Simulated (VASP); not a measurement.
Runs of VASP 6.6.1 on PbS. The structure is that of space group F-43m (No. 216), or close to it. The cells are those of the table. 

```csv
level,spin,cell,smearing,share of exact exchange,screening parameter,gap on the mesh (eV),pressure (GPa)
HSE06,off,"a = 4.673 Å, angles 60.0°, 2 atoms",fermi-dirac 0.02 eV,0.25,0.2079 1/Å,1.30,-0.1
r2SCAN0,off,"a = 4.668 Å, angles 60.0°, 2 atoms",gaussian 0.01 eV,0.25,-,2.05,(b)
HSE06,"non-collinear, zero start, SOC","a = 4.668 Å, angles 60.0°, 2 atoms",fermi-dirac 0.02 eV,0.25,0.2079 1/Å,-,-0.1
r2SCANh,off,"a = 4.668 Å, angles 60.0°, 2 atoms",gaussian 0.01 eV,0.1,-,(a),-0.2
```

Alike in all rows: task single point; potentials or basis VASP PAW PBE potentials, release 64 (Pb_d, S); k mesh 4 × 4 × 4; cutoff (eV) 520.

**Question.** Estimate the missing entries.

**Answer.** (a) 1.38; (b) -0.5.

Caveats: some runs use coarse meshes; the structure was generated, so it needn't be the stable form of PbS; the PAW data sets were made with another functional, which shifts forces and pressure a little; spin-orbit coupling is left out, which moves the levels of the heavy elements (at least some runs).

A k mesh can miss the band edges, and rows without SOC leave out spin-orbit coupling on Pb.
